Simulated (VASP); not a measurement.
# TiAl in VASP: notebook

Runs on TiAl. Level: LDA. Tasks: single point.

Program: VASP 6.6.1. These are calculated values, not measurements. Logs are shortened: lines on timing, memory, paths and dates and some standing lists are left out, and cuts for length are marked.

## (1) The cell of the first run

Symmetry: P4/mmm, No. 123, tetragonal system. The conventional cell has a = 3.004 Å, b = 3.004 Å, c = 3.176 Å, α = 90.00°, β = 90.00°, γ = 90.00°. Ti (site symmetry 4/mmm) has 8 Al at 2.65 Å and 6 Ti at 3.00 to 3.18 Å within 3.5 Å. Al (site symmetry 4/mmm) has 8 Ti at 2.65 Å and 6 Al at 3.00 to 3.18 Å within 3.5 Å.

## (2) Single point, LDA (14.33 Å³/atom)

Contents of INCAR:

```
SYSTEM = TiAl
PREC     = Accurate       ! precision mode
ENCUT    = 520            ! plane-wave cutoff, eV
EDIFF    = 1E-6           ! SCF threshold, eV
ISMEAR   = 0              ! smearing method
SIGMA    = 0.15           ! smearing width, eV
LREAL    = .False.        ! projectors in reciprocal space
LASPH    = .True.         ! aspherical terms in the spheres
NELM     = 60             ! most SCF steps
ALGO     = Fast           ! electronic algorithm
ISIF     = 2              ! what is computed and relaxed
LWAVE    = .False.        ! write WAVECAR
LCHARG   = .True.         ! write CHGCAR
LELF     = .True.         ! ELF
LVHAR    = .True.       
NBANDS   = 14             ! bands
```

Contents of KPOINTS:

```
regular mesh
0
Gamma
  16 16 16
  0 0 0
```

Contents of POSCAR:

```
TiAl
1.0
    3.0041142525      0.0000000000      0.0000000000
    0.0000000000      3.0041142525      0.0000000000
    0.0000000000      0.0000000000      3.1759495877
Ti Al
1 1
Direct
    0.0000000000      0.0000000000      0.0000000000
    0.5000000000      0.5000000000      0.5000000000
```

Potentials or basis: VASP PAW LDA potentials, release 64 (Ti_sv, Al).

On the command line:

```bash
$ cat potpaw_LDA.64/Ti_sv/POTCAR potpaw_LDA.64/Al/POTCAR > POTCAR
$ mpirun -np 1 vasp_std > vasp.out
```

OUTCAR:

```text
SYSTEM = TiAl
   PREC = Accurate
   ENCUT = 520
   EDIFF = 1E-6
   ISMEAR = 0
   LREAL = .False.
   LASPH = .True.
   NELM = 60
   ISIF = 2

 ion  position               nearest neighbor table
   1  0.000  0.000  0.000-   2 2.65   2 2.65   2 2.65   2 2.65   2 2.65   2 2.65   2 2.65   2 2.65

   2  0.500  0.500  0.500-   1 2.65   1 2.65   1 2.65   1 2.65   1 2.65   1 2.65   1 2.65   1 2.65

  LATTYP: Found a simple tetragonal cell.
 ALAT       =     3.0041142525
 C/A-ratio  =     1.0572000000

  Lattice vectors:

 A1 = (   3.0041142525,   0.0000000000,   0.0000000000)
 A2 = (   0.0000000000,   3.0041142525,   0.0000000000)
 A3 = (   0.0000000000,   0.0000000000,   3.1759495877)

Analysis of symmetry for initial positions (statically):
=====================================================================
 Subroutine PRICEL returns:
 Original cell was already a primitive cell.

 Routine SETGRP: Setting up the symmetry group for a
 simple tetragonal supercell.

 Subroutine GETGRP returns: Found 16 space group operations
 (whereof 16 operations were pure point group operations)
 out of a pool of 16 trial point group operations.

The static configuration has the point symmetry D_4h.

Analysis of symmetry for dynamics (positions and initial velocities):
=====================================================================
 Subroutine PRICEL returns:
 Original cell was already a primitive cell.

 Routine SETGRP: Setting up the symmetry group for a
 simple tetragonal supercell.

 Subroutine GETGRP returns: Found 16 space group operations
 (whereof 16 operations were pure point group operations)
 out of a pool of 16 trial point group operations.

The dynamic configuration has the point symmetry D_4h.

 Subroutine INISYM returns: Found 16 space group operations
 (whereof 16 operations are pure point group operations),
 and found     1 'primitive' translations

----------------------------------------------------------------------------------------

                                     Primitive cell

  volume of cell :      28.6620

  direct lattice vectors                    reciprocal lattice vectors
     3.004114252  0.000000000  0.000000000     0.332876820  0.000000000  0.000000000
     0.000000000  3.004114252  0.000000000     0.000000000  0.332876820  0.000000000
     0.000000000  0.000000000  3.175949588     0.000000000  0.000000000  0.314866459

  length of vectors
     3.004114252  3.004114252  3.175949588     0.332876820  0.332876820  0.314866459

  position of ions in fractional coordinates (direct lattice)
     0.000000000  0.000000000  0.000000000
     0.500000000  0.500000000  0.500000000

  ion indices of the primitive-cell ions
   primitive index   ion index
                 1           1
                 2           2

----------------------------------------------------------------------------------------

 KPOINTS: regular mesh

Automatic generation of k-mesh.
 Grid dimensions read from file:
 generate k-points for:   16   16   16

 Generating k-lattice:

  Cartesian coordinates                     Fractional coordinates (reciprocal lattice)
     0.020804801  0.000000000  0.000000000     0.062500000  0.000000000  0.000000000
     0.000000000  0.020804801  0.000000000     0.000000000  0.062500000  0.000000000
     0.000000000  0.000000000  0.019679154     0.000000000  0.000000000  0.062500000

  Length of vectors
     0.020804801  0.020804801  0.019679154

  Shift w.r.t. Gamma in fractional coordinates (k-lattice)
     0.000000000  0.000000000  0.000000000

 Subroutine IBZKPT returns following result:
 ===========================================

 Found    405 irreducible k-points:

 Following reciprocal coordinates:
            Coordinates               Weight
  0.000000  0.000000  0.000000      1.000000
  0.062500  0.000000  0.000000      4.000000
  0.125000  0.000000  0.000000      4.000000
  0.187500  0.000000  0.000000      4.000000
  0.250000  0.000000  0.000000      4.000000
  0.312500  0.000000  0.000000      4.000000
[... 16 lines left out ...]
  0.437500  0.125000  0.000000      8.000000
  0.500000  0.125000  0.000000      4.000000
 [... further k-points ...]
   k-points           NKPTS =    405   k-points in BZ     NKDIM =    405   number of bands    NBANDS=     14
   number of dos      NEDOS =    301   number of ions     NIONS =      2
   total plane-waves  NPLWV =  13824
   dimension x,y,z NGX =    24 NGY =   24 NGZ =   24
   dimension x,y,z NGXF=    48 NGYF=   48 NGZF=   48
   ions per type =               1   1
   NGX,Y,Z   is equivalent  to a cutoff of  13.28, 13.28, 12.56 a.u.
   NGXF,Y,Z  is equivalent  to a cutoff of  26.56, 26.56, 25.13 a.u.
 SYSTEM =  TiAl
   PREC   = accura    normal or accurate (medium, high low for compatibility)
   ISTART =      0    job   : 0-new  1-cont  2-samecut
   ICHARG =      2    charge: 1-file 2-atom 10-const
   ISPIN  =      1    spin polarized calculation?
   LNONCOLLINEAR =      F non collinear calculations
   LSORBIT =      F    spin-orbit coupling
   LASPH  =      T    aspherical Exc in radial PAW
   ENCUT  =  520.0 eV  38.22 Ry    6.18 a.u.   5.59  5.59  5.91*2*pi/ulx,y,z
   NELM   =     60;   NELMIN=  2; NELMDL= -5     # of ELM steps
   EDIFF  = 0.1E-05   stopping-criterion for ELM
   LREAL  =      F    real-space projection
   EDIFFG = 0.1E-04   stopping-criterion for IOM
   NSW    =      0    number of steps for IOM
   IBRION =     -1    ionic relax: 0-MD 1-quasi-New 2-CG
   NFREE  =      0    steps in history (QN), initial steepest desc. (CG)
   ISIF   =      2    stress and relaxation
   ISYM   =      2    0-nonsym 1-usesym 2-fastsym
   POTIM  = 0.5000    time-step for ionic-motion
   TEBEG  =    0.0;   TEEND  =   0.0 temperature during run
   PSTRESS=    0.0 pullay stress
   NELECT =      15.0000    total number of electrons
   NUPDOWN=      -1.0000    fix difference up-down
   EMIN   =  10.00;   EMAX   =-10.00  energy-range for DOS
   EFERMI =   0.00;   METHOD = LEGACY
   ISMEAR =     0;   SIGMA  =   0.15  broadening in eV -4-tet -1-fermi 0-gaus
   EFERMI_NEDOS =   21; number of points for ismear=-14 and -15
   IALGO  =     68    algorithm
   IMIX   =      4    mixing-type and parameters
     AMIX     =   0.40;   BMIX     =  1.00
     AMIX_MAG =   1.60;   BMIX_MAG =  1.00
  volume/ion in A,a.u.               =      14.33        96.71
  Fermi-wavevector in a.u.,A,eV,Ry     =   1.319278  2.493074 23.680875  1.740495
  Thomas-Fermi vector in A             =   2.449188
   LORBIT       =      0    0 simple, 1 ext, 2 COOP (PROOUT), +10 PAW based schemes
   GGA     = CA    functional components
   LHFCALC =     F    Hartree Fock is set to
   AEXX    =    0.0000 exact exchange contribution
   IVDW    =     0    specifies the selected vdW correction
   LEPSILON=     F    determine dielectric tensor
   LRPA    =     F    only Hartree local field effects (RPA)
 non-spin polarized calculation
 RMM-DIIS sequential band-by-band and
 Gauss-broadening in eV      SIGMA  =   0.15
  energy-cutoff  :      520.00
  volume of cell :       28.66
 maximum number of plane-waves:       804
 NGX is ok and might be reduce to    24
   NGX = 11   NGY = 11   NGZ = 11

 number of electron      14.9999993 magnetization

 Free energy of the ion-electron system (eV)
  ---------------------------------------------------
  ext. energy  EPLUGINS =         0.00000000
  ---------------------------------------------------
  free energy    TOTEN  =       -13.27583889 eV

  energy without entropy =      -13.25017619  energy(sigma->0) =      -13.26300754

 E-fermi :   9.7524     XC(G=0): -11.8213

 val. band max:        9.7477499530   @ k =   0.5000   0.2500   0.5000
 cond. band min:       9.7541083654   @ k =   0.3125   0.2500   0.1875
 fundamental gap:      0.0063584124
 Fermi energy:         9.7523992582

 k-point     1 :       0.0000    0.0000    0.0000
  band No.  band energies     occupation
      1     -46.1775      2.00000
      2     -22.8046      2.00000
      3     -22.7160      2.00000
      4     -22.7160      2.00000
      5       0.0876      2.00000
      6       7.9886      2.00000
      7       8.1603      2.00000
      8      11.7219      0.00000
      9      11.7219      0.00000
     10      12.0184      0.00000
     11      13.7512      0.00000
     12      15.3405      0.00000
     13      15.3405      0.00000
     14      19.2959      0.00000

 k-point     2 :       0.0625    0.0000    0.0000
  band No.  band energies     occupation
      1     -46.1763      2.00000
      2     -22.8034      2.00000
      3     -22.7283      2.00000
      4     -22.7150      2.00000
      5       0.1590      2.00000
      6       8.0121      2.00000
      7       8.1597      2.00000
      8      11.5346      0.00000
      9      11.7323      0.00000
     10      11.9023      0.00000
     11      13.9814      0.00000
     12      14.9966      0.00000
     13      15.4994      0.00000
     14      19.2739      0.00000

 k-point     3 :       0.1250    0.0000    0.0000
  band No.  band energies     occupation
      1     -46.1727      2.00000
      2     -22.8001      2.00000
      3     -22.7629      2.00000
      4     -22.7120      2.00000
      5       0.3711      2.00000
      6       8.0154      2.00000
      7       8.1927      2.00000
      8      11.1289      0.00000
      9      11.6130      0.00000
     10      11.7623      0.00000
     11      14.2840      0.00000
     12      14.5179      0.00000
     13      15.9191      0.00000
     14      18.9182      0.00000
[... 324 lines left out ...]
 k-point    23 :       0.4375    0.1250    0.0000
  band No.  band energies     occupation
      1     -46.1416      2.00000
      2     -23.0114      2.00000
      3     -22.7707      2.00000
      4     -22.7329      2.00000
      5       3.4244      2.00000
      6       5.2638      2.00000
      7       9.1831      2.00000
      8       9.6076      1.82777
      9       9.8749      0.24811
     10      11.6414      0.00000
     11      13.4379      0.00000
     12      16.7394      0.00000
     13      18.4261      0.00000
     14      18.8109      0.00000

 k-point    24 :       0.5000    0.1250    0.0000
  band No.  band energies     occupation
      1     -46.1404      2.00000
      2     -23.0230      2.00000
      3     -22.7695      2.00000
      4     -22.7317      2.00000
      5       3.9799      2.00000
      6       4.6670      2.00000
      7       9.2904      1.99999
      8       9.5560      1.93594
      9       9.7754      0.82854
     10      11.6561      0.00000
     11      13.4936      0.00000
     12      16.6979      0.00000
     13      18.8875      0.00000
     14      19.5964      0.00000

 [... further k-points ...]
[... 5 lines left out ...]
  --------------------------------------------------------------------------------------
  -------------------------------------------------------------------------------------
  Total        1.3227790      1.3227790      2.2285455      0.0000000      0.0000000      0.0000000
  in kB       73.9420326     73.9420326    124.5734800      0.0000000      0.0000000      0.0000000
  external PRESSURE =      90.8191817 kB  Pullay stress =       0.0000000 kB

 VOLUME and BASIS-vectors are now :
 -----------------------------------------------------------------------------
  energy-cutoff  :      520.00
  volume of cell :       28.66
      direct lattice vectors                 reciprocal lattice vectors
     3.004114252  0.000000000  0.000000000     0.332876820  0.000000000  0.000000000
     0.000000000  3.004114252  0.000000000     0.000000000  0.332876820  0.000000000
     0.000000000  0.000000000  3.175949588     0.000000000  0.000000000  0.314866459

 POSITION                                       TOTAL-FORCE (eV/Angst)
 -----------------------------------------------------------------------------------
      0.00000      0.00000      0.00000         0.000000      0.000000      0.000000
      1.50206      1.50206      1.58797         0.000000      0.000000      0.000000
 -----------------------------------------------------------------------------------
    total drift:                                0.000000      0.000000      0.000000

  FREE ENERGIE OF THE ION-ELECTRON SYSTEM (eV)
  ---------------------------------------------------
  free  energy   TOTEN  =       -13.2758388901 eV

  energy  without entropy=      -13.2501761880  energy(sigma->0) =      -13.26300754
```

It took 2.6 min on 1 thread of Intel Xeon 6975P-C (Granite Rapids), shared host; peak memory 0.27 GiB.

Results:

- Free energy: -13.2758 eV
- Pressure: 9.1 GPa
- Band gap on the k mesh: zero (an odd number of electrons rules out a gap without spin polarisation)

Levels at points of the mesh, in eV from the Fermi level:
| k point | band 4 | band 5 | band 6 | band 7 | band 8 | band 9 | band 10 | band 11 |
| --- | --- | --- | --- | --- | --- | --- | --- | --- |
| (0.00, 0.00, 0.00) | -32.47 | -9.66 | -1.76 | -1.59 | 1.97 | 1.97 | 2.27 | 4.00 |
| (0.50, 0.00, 0.00) | -32.44 | -5.87 | -5.38 | -0.60 | -0.29 | 0.41 | 2.26 | 3.78 |
| (0.50, 0.50, 0.00) | -32.50 | -5.06 | -1.79 | -1.79 | -1.47 | 0.44 | 0.44 | 3.42 |
| (0.00, 0.00, 0.50) | -32.45 | -6.44 | -5.49 | -0.74 | 0.39 | 0.39 | 2.45 | 3.05 |
| (0.50, 0.00, 0.50) | -32.42 | -5.41 | -2.26 | -1.90 | -1.58 | 0.86 | 1.00 | 3.07 |
| (0.50, 0.50, 0.50) | -32.67 | -3.41 | -3.40 | -3.40 | 1.32 | 3.13 | 3.19 | 3.47 |

Caveat: the cell stands under pressure.

(Part 1 of 3 ends here.)
